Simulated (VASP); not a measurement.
# Se (Pm-3m) in VASP: notebook, part 3 of 3

VASP 6.6.1. Earlier steps stand in the parts before.

### 6 Relaxation of cell and atoms, PBEsol

This run uses another cell than the first one, of 23.55 Å³/atom, 1.134 times its volume.

Input file INCAR:

```
PREC     = Accurate       # precision mode
ENCUT    = 600            # plane-wave cutoff, eV
EDIFF    = 1E-7           # SCF threshold, eV
ISMEAR   = -1             # smearing method
SIGMA    = 0.1            # smearing width, eV
LREAL    = F              # projectors in reciprocal space
LASPH    = T              # aspherical terms in the spheres
NELM     = 80             # most SCF steps
ALGO     = Normal         # electronic algorithm
ISIF     = 3              # what is computed and relaxed
LWAVE    = F              # write WAVECAR
LCHARG   = F              # write CHGCAR
GGA      = PS             # functional
IBRION   = 2              # ionic algorithm
NSW      = 80             # ionic steps
EDIFFG   = -0.01          # ionic threshold
```

Input file KPOINTS:

```
Automatic mesh
0
Gamma
  11 11 11
```

Input file POSCAR:

```
Se
1.0
    2.8664900032      0.0000000000      0.0000000000
    0.0000000000      2.8664900032      0.0000000000
    0.0000000000      0.0000000000      2.8664900032
Se
1
Direct
    0.0000000000      0.0000000000      0.0000000000
```

Potentials or basis: VASP PAW PBE potentials, release 64 (Se).

Started as:

```console
> cat potpaw_PBE.64/Se/POTCAR > POTCAR
> mpirun -np 1 vasp_std > vasp.out
```

It took 23 s on 1 thread of AMD EPYC 7R13 (Zen 3), shared host; peak memory 0.11 GiB.

Results (log left out):

| Quantity | Value |
| --- | --- |
| Free energy | -3.7666 eV |
| Relaxed volume | 21.66 Å³/atom |
| Relaxed cell | a = 2.787 Å, b = 2.787 Å, c = 2.787 Å, α = 90.00°, β = 90.00°, γ = 90.00° |
| Space group after relaxing (to 0.05 Å) | Pm-3m (No. 221) |
| Energy gained by relaxing | 36.3 meV/atom |
| Ionic steps | 3 |
| Pressure after relaxing | 0.0 GPa |
| Band gap on the k mesh | zero (band 3 reaches 8.05 eV, above the bottom of band 4 at 1.70 eV) |

The path:
```csv
step,energy change (eV),largest force (eV/Å),pressure (GPa),volume (Å³)
1,0.0000,0.0000,-5.66,23.55
2,-0.0275,0.0000,3.50,20.83
3,-0.0363,0.0000,0.00,21.66
```

Final structure:
```xyz
1
Lattice="2.7874 0.0000 0.0000 0.0000 2.7874 0.0000 0.0000 0.0000 2.7874" Properties=species:S:1:pos:R:3 pbc="T T T"
Se    0.0000    0.0000    0.0000
```

Levels at points of the mesh, in eV from the Fermi level:
| k point | band 1 | band 2 | band 3 | band 4 | band 5 | band 6 | band 7 |
| --- | --- | --- | --- | --- | --- | --- | --- |
| (0.00, 0.00, 0.00) | -16.42 | 1.48 | 1.48 | 1.48 | 7.68 | 7.68 | 7.91 |

Caveat: the PAW data sets were made with another functional, which shifts forces and pressure a little.

### 7 Overview

```csv
task,cell,k mesh,cutoff (eV),gap on the mesh (eV),pressure (GPa)
single point,"a = 2.749 Å, 1 atom",13 × 13 × 13,520,none,3.8
single point,"a = 2.786 Å, 1 atom",13 × 13 × 13,520,none,0.1
single point,"a = 2.823 Å, 1 atom",13 × 13 × 13,520,none,-2.8
single point,"a = 2.893 Å, 1 atom",13 × 13 × 13,520,none,-7.1
relaxation of cell and atoms,"relaxed from a = 2.866 Å, 1 atom",11 × 11 × 11,600,none,0.0
```

Alike in all rows: level PBEsol; potentials or basis VASP PAW PBE potentials, release 64 (Se); no spin polarisation; smearing fermi-dirac 0.1 eV.

Caveats: the PAW data sets were made with another functional, which shifts forces and pressure a little.

Absolute energies hang on the potentials; compare differences alone.
